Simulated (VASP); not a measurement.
CdF2: relaxation of cell and atoms with PBEsol

CdF2:

```
CELL_PARAMETERS angstrom
2.69212 2.69212 0.00000
-2.69212 2.69212 0.00000
0.00000 2.69212 2.69212
ATOMIC_POSITIONS crystal
Cd 0.00000 0.00000 0.00000
F 0.25000 0.75000 0.50000
F 0.75000 0.25000 0.50000
```

```json
{
  "Program": "VASP 6.6.1",
  "Task": "relaxation of cell and atoms",
  "Functional": "PBEsol",
  "Potentials or basis": "VASP PAW PBE potentials, release 64 (Cd, F)",
  "Cutoff": "600 eV",
  "k mesh": "8 × 8 × 8",
  "Occupations": "gaussian, width 0.01 eV",
  "Spin": "no spin polarisation",
  "Target pressure": "15 GPa",
  "Dipole correction": "no",
  "Further INCAR settings": "ALGO = Normal; EDIFF = 1e-06; IBRION = 2; EDIFFG = -0.002; NSW = 100; ISIF = 3"
}
```

```
Relaxed volume                                             : 11.77 Å³/atom
Relaxed cell                                               : a = 3.682 Å, b = 3.682 Å, c = 3.682 Å, α = 60.00°, β = 60.00°, γ = 90.00°
Space group after relaxing (to 0.1 Å)                      : Fm-3m (No. 225)
Energy change on relaxing (the run minimises the enthalpy) : +55.0 meV/atom
Ionic steps                                                : 6
Pressure after relaxing                                    : 15.0 GPa
Band gap on the k mesh                                     : 3.26 eV (least direct gap 3.59 eV)
```

Step by step:
| step | energy change (eV) | largest force (eV/Å) | pressure (GPa) | volume (Å³) |
| --- | --- | --- | --- | --- |
| 1 | 0.0000 | 0.0000 | 0.64 | 39.02 |
| 2 | 0.5123 | 0.0000 | 30.51 | 32.80 |
| 3 | 0.1627 | 0.0000 | 14.80 | 35.33 |
| 4 | 0.1694 | 0.0000 | 15.17 | 35.26 |
| 5 | 0.1640 | 0.0000 | 14.92 | 35.31 |
| 6 | 0.1651 | 0.0000 | 15.00 | 35.30 |

Final structure:
```xyz
3
Lattice="2.6037 2.6037 0.0000 -2.6037 2.6037 0.0000 0.0000 2.6037 2.6037" Properties=species:S:1:pos:R:3 pbc="T T T"
Cd    0.0000    5.2073    0.0000
F    -1.3018    3.9055    1.3018
F     1.3018    3.9055    1.3018
```

Levels at points of the mesh, in eV from the valence-band top:
```tsv
k point	band 9	band 10	band 11	band 12	band 13	band 14	band 15	band 16	band 17
(0.00, 0.00, 0.00)	-1.29	-1.29	-0.34	-0.34	-0.34	3.26	12.94	12.94	12.94
(0.50, 0.00, 0.00)	-2.83	-2.31	-2.31	-0.31	-0.31	7.84	9.26	15.21	15.21
(0.50, 0.50, 0.00)	-3.62	-3.20	-0.74	-0.10	-0.10	8.71	10.02	11.85	15.03
```

Wall time 86 s on 1 thread of Intel(R) Xeon(R) Platinum 8375C CPU @ 2.90GHz (Ice Lake), on a shared host, peak memory 0.19 GiB.

Caveat: the cell is relaxed towards a set pressure, so the run minimises the enthalpy, not the energy; the PAW data sets were made with another functional, which shifts forces and pressure a little. A k mesh can miss the band edges.
